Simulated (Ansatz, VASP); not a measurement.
**LaLu2N3 in VASP and in Ansatz**

```
La Lu N
1.0
     7.01544    0.00000    0.00000
    -3.50772    6.07555    0.00000
     0.00000    0.00000    4.34318
La Lu N
1 2 3
Direct
  0.66667 0.33333 0.50000
  0.33333 0.66667 0.50000
  0.00000 0.00000 0.50000
  0.16667 0.83333 0.50000
  0.16667 0.33333 0.50000
  0.66667 0.83333 0.50000
```

Alike in both runs: functional PBE; k mesh 3 × 3 × 3; occupations gaussian, width 0.15 eV; no spin polarisation.

Ansatz relaxed the structure, and its values are those at the end. VASP's run is a single point on that final structure, the one shown.

|  | VASP | Ansatz |
| --- | --- | --- |
| version | VASP 6.6.1 | Ansatz 0.2.0 |
| potentials or method | VASP PAW PBE potentials, release 64 (La, Lu, N), cutoff 520 eV | scalar-relativistic, plane waves, PAW |
| valence electrons in the cell | 76 | 76 |

|  | VASP | Ansatz | Ansatz less VASP |
| --- | --- | --- | --- |
| gap on the k mesh at the Fermi level (eV) | none | none | - |
| pressure (GPa) | 0.2 | -0.2 | -0.41 |

A gap of «none» marks a metal or a gap that the smearing closes.

The k mesh is coarse, so the values compare programs but aren't converged. Neither program's run includes spin-orbit coupling.
